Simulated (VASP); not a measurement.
Input of a VASP 6.6.1 run:

POSCAR

```
WS2
1.0
    3.1835160000      0.0000000000      0.0000000000
   -1.5917580000      2.7570060000      0.0000000000
    0.0000000000      0.0000000000     16.9505780000
W S
1 2
Direct
    0.3333330000      0.6666670000      0.0000000000
    0.6666670000      0.3333330000      0.9079990000
    0.6666670000      0.3333330000      0.0920010000
```

File INCAR.step1:

```
SYSTEM = WS2
PREC = Accurate
ENCUT = 520
ISMEAR = -1
SIGMA = 0.1
LREAL = .FALSE.
LASPH = .TRUE.
NELM = 100
NBANDS = 20
GGA = PE
ALGO = Normal
EDIFF = 1E-4
LWAVE = .TRUE.
LCHARG = .FALSE.
```

File INCAR.step2:

```
SYSTEM = WS2
PREC = Accurate
ENCUT = 520
EDIFF = 1E-7
ISMEAR = -1
SIGMA = 0.1
LREAL = .FALSE.
LASPH = .TRUE.
NELM = 100
ALGO = Normal
ISIF = 2
LWAVE = .FALSE.
LCHARG = .FALSE.
METAGGA = R2SCAN
LMIXTAU = .TRUE.
NBANDS = 20
ISTART = 1
```

File KPOINTS:

```
Automatic mesh
0
G
  8 8 2
  0 0 0
```

Potentials or basis: VASP PAW PBE potentials, release 64 (W_sv, S).

Run with:

```console
$ cat potpaw_PBE.64/W_sv/POTCAR potpaw_PBE.64/S/POTCAR > POTCAR
$ cp INCAR.step1 INCAR
$ mpirun -np 1 vasp_std > vasp.out
$ cp INCAR.step2 INCAR
$ mpirun -np 1 vasp_std > vasp.out
```

**Question.** What does it give for the band gap on the k mesh?

**Answer.** 2.18 eV, indirect (least direct gap 2.39 eV).

**Question.** What does it give for the largest force?

**Answer.** 0.003 eV/Å.

Forces on the atoms (eV/Å):
```
W    0.000  0.000  0.000
S    0.000  0.000  0.003
S    0.000  0.000 -0.003
```

Caveat: the PAW data sets were made with another functional, which shifts forces and pressure a little; spin-orbit coupling is left out, which moves the levels of the heavy elements.
